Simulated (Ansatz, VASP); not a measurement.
## One calculation of Sn, two programs

Contents of INCAR:

```
SYSTEM = Sn
  PREC = Accurate
  ENCUT = 520
  EDIFF = 1E-7
  ISMEAR = 0
  SIGMA = 0.15
  LREAL = .False.
  LASPH = .True.
  NELM = 100
  ALGO = Fast
  ISIF = 2
  LWAVE = .False.
  LCHARG = .True.
  GGA = PS
  LELF = .True.
  LVHAR = .True.
  NBANDS = 13
```

Contents of KPOINTS:

```
Automatic mesh
0
Gamma
  24 24 24
  0 0 0
```

Contents of POSCAR:

```
Sn
1.0
   -1.7763061631      1.8736380076      1.8736380076
    1.8736380076     -1.7763061631      1.8736380076
    1.8736380076      1.8736380076     -1.7763061631
Sn
1
Direct
    0.0000000000      0.0000000000      0.0000000000
```

Input for Ansatz:

```yaml
crystal:
  lattice:
    - [-1.7763061631, 1.8736380076, 1.8736380076]
    - [1.8736380076, -1.7763061631, 1.8736380076]
    - [1.8736380076, 1.8736380076, -1.7763061631]
  atoms:
    - { symbol: Sn, position: [0.0, 0.0, 0.0] }
basis:
  ecutwfc: 420
kpoints:
  mp_grid: { grid: [24, 24, 24] }
hamiltonian:
  xc: pbesol
scf:
  occupations: { method: gaussian, width: 0.15 }
output:
  forces: true
  stress: true
  eigenvalues: true
```

Alike in both runs: task single point; functional PBEsol; k mesh 24 × 24 × 24; occupations gaussian, width 0.15 eV; no spin polarisation.

```csv
,VASP,Ansatz
version,VASP 6.6.1,Ansatz 0.2.0
potentials or method,"VASP PAW PBE potentials, release 64 (Sn_d), cutoff 520 eV","scalar-relativistic, plane waves, PAW"
valence electrons in the cell,14,14
```

```tsv
	VASP	Ansatz	Ansatz less VASP
gap on the k mesh at the Fermi level (eV)	none	none	-
pressure (GPa)	0.0	0.0	+0.03
traceless stress, the component that is largest in VASP (GPa)	-0.75	-0.75	+0.004
```

VASP's potentials were made for PBE, not for PBEsol. A gap of «none» marks a metal or a gap that the smearing closes. The functional is the same, so the differences come from potentials, cutoffs and numerics.
